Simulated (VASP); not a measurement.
Wanted: the native input for a VASP 6.6.1 run.

```
Task                   : single point
Functional             : PBE
Potentials or basis    : VASP PAW PBE potentials, release 64 (Sn_d)
Cutoff                 : 520 eV
k mesh                 : 14 × 14 × 14
Occupations            : gaussian, width 0.15 eV
Spin                   : no spin polarisation
Dipole correction      : no
Further INCAR settings : ALGO = Fast; EDIFF = 1e-06; NBANDS = 21
```

The structure of Sn lies in POSCAR:

```
Sn
1.0
    0.0000000000      2.8916464441      4.0887880720
    2.8916464441      0.0000000000      4.0887880720
    2.8916464441      2.8916464441      0.0000000000
Sn
2
Direct
    0.5000000000      0.5000000000      0.5000000000
    0.7500000000      0.7500000000      0.7500000000
```

This cell differs from its parent crystal: ratio of the length along z to the lengths across it x 1.414, volume and fractional coordinates fixed.

One way to write it, as run:

INCAR

```
SYSTEM = Sn
  PREC = Accurate
  ENCUT = 520
  EDIFF = 1E-6
  ISMEAR = 0
  SIGMA = 0.15
  LREAL = .False.
  LASPH = .True.
  NELM = 100
  ALGO = Fast
  ISIF = 2
  LWAVE = .False.
  LCHARG = .True.
  GGA = PE
  LELF = .True.
  LVHAR = .True.
  NBANDS = 21
```

KPOINTS

```
Automatic mesh
0
Gamma
  14 14 14
  0 0 0
```

Potentials or basis: VASP PAW PBE potentials, release 64 (Sn_d).

Command:

```bash
$ cat potpaw_PBE.64/Sn_d/POTCAR > POTCAR
$ mpirun -np 1 vasp_std > vasp.out
```

Results of the run:

The pressure is 2.4 GPa. The band gap on the k mesh is zero (band 14 reaches 6.79 eV, above the bottom of band 15 at 5.60 eV).

Caveat: spin-orbit coupling is left out, which moves the levels of the heavy elements.

Wall time 6.4 min on 1 thread of Intel Xeon 6975P-C (shared host), peak memory 0.42 GiB.
